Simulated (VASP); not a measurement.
Set up this calculation in VASP 6.6.1, as the native input.

```
Task                   : single point
Functional             : RPBE
Potentials or basis    : VASP PAW PBE potentials, release 64 (Mn_pv)
Cutoff                 : 520 eV
k mesh                 : 12 × 12 × 17
Occupations            : fermi-dirac, width 0.1 eV
Spin                   : no spin polarisation
Dipole correction      : no
Further INCAR settings : ALGO = Normal; EDIFF = 1e-06; NBANDS = 26
```

The structure of Mn lies in POSCAR:

```
Mn
1.0
    3.9339228341      0.0000000000      0.0000000000
   -1.9669614170      3.4068771108      0.0000000000
    0.0000000000      0.0000000000      2.4658759749
Mn
3
Direct
    1.0000000000      1.0000000000      0.0000000000
    0.3333333333      0.6666666667      0.5000000000
    0.6666666667      0.3333333333      0.5000000000
```

These files were run (other wordings do the same):

INCAR

```
ALGO = Normal
EDIFF = 1E-6
ENCUT = 520
GGA = RP
ISIF = 2
ISMEAR = -1
LASPH = True
LCHARG = False
LREAL = False
LWAVE = False
NBANDS = 26
NELM = 80
PREC = Accurate
SIGMA = 0.1
```

KPOINTS

```
k-points
0
Gamma
  12 12 17
```

Potentials or basis: VASP PAW PBE potentials, release 64 (Mn_pv).

Launch:

```bash
$ cat potpaw_PBE.64/Mn_pv/POTCAR > POTCAR
$ mpirun -np 1 vasp_std > vasp.out
```

Results of the run:

```json
{"Pressure": "0.1 GPa"}
```

Caveat: the PAW data sets were made with another functional, which shifts forces and pressure a little; the run has no spin polarisation, though such a crystal can be magnetic.

Run time: 2.2 min on 1 thread of Intel Xeon 6975P-C (shared host), peak memory 0.22 GiB.
